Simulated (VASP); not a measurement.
A run of VASP 6.6.1 is set up as follows.

INCAR

```
PREC     = Accurate       # precision mode
ENCUT    = 520            # plane-wave cutoff, eV
EDIFF    = 1E-6           # SCF threshold, eV
ISMEAR   = 0              # smearing method
SIGMA    = 0.05           # smearing width, eV
LREAL    = F              # projectors in reciprocal space
LASPH    = T              # aspherical terms in the spheres
NELM     = 60             # most SCF steps
ALGO     = Normal         # electronic algorithm
ISIF     = 2              # what is computed and relaxed
LWAVE    = F              # write WAVECAR
LCHARG   = T              # write CHGCAR
GGA      = PS             # functional
LELF     = T              # ELF
LVHAR    = T            
NBANDS   = 20             # bands
```

Contents of KPOINTS:

```
Automatic mesh
0
Gamma
  12 12 12
```

POSCAR

```
WS2
1.0
    1.7053204150      0.9845672007      6.1633300000
   -1.7053204150      0.9845672007      6.1633300000
    0.0000000000     -1.9691344013      6.1633300000
W S
1 2
Direct
    0.0000000000      0.0000000000      0.0000000000
    0.7503000000      0.7503000000      0.7503000000
    0.5810000000      0.5810000000      0.5810000000
```

Potentials or basis: VASP PAW PBE potentials, release 64 (W_sv, S).

Launch:

```console
$ cat potpaw_PBE.64/W_sv/POTCAR potpaw_PBE.64/S/POTCAR > POTCAR
$ mpirun -np 1 vasp_std > vasp.out
```

(1) Estimate the pressure.

(2) What does it give for the band gap on the k mesh?

(3) Predict the largest force.

Results:

(1) -18.1 GPa.

(2) 0.37 eV (least direct gap 1.21 eV).

(3) 1.608 eV/Å.

Caveat: the cell differs from its parent crystal (strain +0.080 along x and y, +0.000 along z); the cell stands under tension; the PAW data sets were made with another functional, which shifts forces and pressure a little; spin-orbit coupling is left out, which moves the levels of the heavy elements.
